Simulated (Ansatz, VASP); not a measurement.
## Two plane-wave programs on LiF

File POSCAR:

```
LiF
1.0
    2.5162584444      0.0000000000      0.0000000000
    0.0000000000      2.5162584444      0.0000000000
    0.0000000000      0.0000000000      2.5162584444
Li F
1 1
Direct
    0.0000000000      0.0000000000      0.0000000000
    0.5000000000      0.5000000000      0.5000000000
```

The input INCAR.step1:

```
SYSTEM = LiF
ALGO = Normal
EDIFF = 1E-5
ENCUT = 520
GGA = PE
ISIF = 2
ISMEAR = 0
LASPH = .TRUE.
LREAL = .FALSE.
LWAVE = .TRUE.
NBANDS = 12
NELM = 80
PREC = Accurate
SIGMA = 0.01
```

File INCAR.step2:

```
SYSTEM = LiF
AEXX = 1.0
AGGAC = 1.0
ALDAC = 1.0
ALGO = Normal
EDIFF = 1E-6
ENCUT = 520
GGA = PE
HFSCREEN = 0.3
ISIF = 2
ISMEAR = 0
ISTART = 1
LASPH = .TRUE.
LCHARG = .TRUE.
LELF = .TRUE.
LHFCALC = .TRUE.
LREAL = .FALSE.
LVHAR = .TRUE.
LWAVE = .FALSE.
NBANDS = 12
NELM = 80
PREC = Accurate
PRECFOCK = Normal
SIGMA = 0.01
```

File KPOINTS:

```
k-points
0
G
  4 4 4
  0 0 0
```

Input for Ansatz:

```yaml
crystal:
  lattice:
    - [2.5162584444, 0.0, 0.0]
    - [0.0, 2.5162584444, 0.0]
    - [0.0, 0.0, 2.5162584444]
  atoms:
    - { symbol: Li, position: [0.0, 0.0, 0.0] }
    - { symbol: F, position: [0.5, 0.5, 0.5] }
kpoints:
  mp_grid: { grid: [4, 4, 4] }
hamiltonian:
  xc: { exchange: pbe, correlation: pbe, exx: { coeff: 1.0, omega: 0.3 } }
scf:
  occupations: { method: fixed }
  n_extra_bands: 4
output:
  forces: true
  stress: true
  eigenvalues: true
```

Alike in both runs: task single point; functional PBE-based screened hybrid; k mesh 4 × 4 × 4; no spin polarisation.

|  | VASP | Ansatz |
| --- | --- | --- |
| version | VASP 6.6.1 | Ansatz 0.2.0 |
| potentials or method | VASP PAW PBE potentials, release 64 (Li_sv, F) | plane waves |
| plane-wave cutoff (eV) | 520 | 420 |
| occupations | gaussian, width 0.01 eV | fixed |
| valence electrons in the cell | 10 | 10 |

```csv
,VASP,Ansatz,Ansatz less VASP
gap on the k mesh at the Fermi level (eV),15.97,16.10,+0.127
```

VASP's potentials were made for PBE, not for PBE-based screened hybrid. Ansatz's warnings: stress exchange threshold loose, stress scf threshold loose.

The k mesh is coarse, so the values compare programs but aren't converged. Noted on VASP's run: the cutoff is short for stress, so the pressure is rough.
